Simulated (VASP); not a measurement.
Input of a VASP 6.6.1 run:

Contents of POSCAR:

```
SiC
1.0
    3.0154702046      0.0000000000      0.0000000000
   -1.5077351023      2.6114738016      0.0000000000
    0.0000000000      0.0000000000     14.7998013854
Si C
6 6
Direct
    0.3333333333      0.6666666667      0.8329803521
    0.6666666667      0.3333333333      0.3329803521
    0.6666666667      0.3333333333      0.6664987305
    0.3333333333      0.6666666667      0.1664987305
    0.0000000000      0.0000000000      0.4997152397
    0.0000000000      0.0000000000      0.9997152397
    0.0000000000      0.0000000000      0.8743698193
    0.0000000000      0.0000000000      0.3743698193
    0.3333333333      0.6666666667      0.7080026922
    0.6666666667      0.3333333333      0.2080026922
    0.6666666667      0.3333333333      0.5415341664
    0.3333333333      0.6666666667      0.0415341664
```

The input INCAR.step1:

```
SYSTEM = SiC
ALGO     = Normal         ! electronic algorithm
EDIFF    = 1E-4           ! SCF threshold, eV
ENCUT    = 520            ! plane-wave cutoff, eV
GGA      = PE             ! functional
ISMEAR   = 0              ! smearing method
LASPH    = .True.         ! aspherical terms in the spheres
LCHARG   = .False.        ! write CHGCAR
LREAL    = .False.        ! projectors in reciprocal space
LWAVE    = .True.         ! write WAVECAR
NBANDS   = 36             ! bands
NELM     = 60             ! most SCF steps
PREC     = Accurate       ! precision mode
SIGMA    = 0.01           ! smearing width, eV
```

File INCAR.step2:

```
SYSTEM = SiC
ALGO     = Normal         ! electronic algorithm
EDIFF    = 1E-6           ! SCF threshold, eV
ENCUT    = 520            ! plane-wave cutoff, eV
ISIF     = 2              ! what is computed and relaxed
ISMEAR   = 0              ! smearing method
ISTART   = 1            
LASPH    = .True.         ! aspherical terms in the spheres
LCHARG   = .False.        ! write CHGCAR
LMIXTAU  = .True.       
LREAL    = .False.        ! projectors in reciprocal space
LWAVE    = .False.        ! write WAVECAR
METAGGA  = R2SCAN         ! meta-GGA
NBANDS   = 36             ! bands
NELM     = 60             ! most SCF steps
PREC     = Accurate       ! precision mode
SIGMA    = 0.01           ! smearing width, eV
```

File KPOINTS:

```
k-points
0
Gamma
  9 9 2
  0 0 0
```

Potentials or basis: VASP PAW PBE potentials, release 64 (Si, C).

The run is started by

```bash
$ cat potpaw_PBE.64/Si/POTCAR potpaw_PBE.64/C/POTCAR > POTCAR
$ cp INCAR.step1 INCAR
$ mpirun -np 1 vasp_std > vasp.out
$ cp INCAR.step2 INCAR
$ mpirun -np 1 vasp_std > vasp.out
```

Q: What does it give for the pressure?

A: 15.6 GPa.

Q: What does it give for the band gap on the k mesh?

A: 2.50 eV, indirect (least direct gap 3.63 eV).

Q: What does it give for the largest force?

A: 0.018 eV/Å.

Stress tensor (GPa, compression positive):
```
15.70  0.00  0.00
 0.00 15.70  0.00
 0.00  0.00 15.45
```

Caveat: the PAW data sets were made with another functional, which shifts forces and pressure a little. A k mesh can miss the band edges.
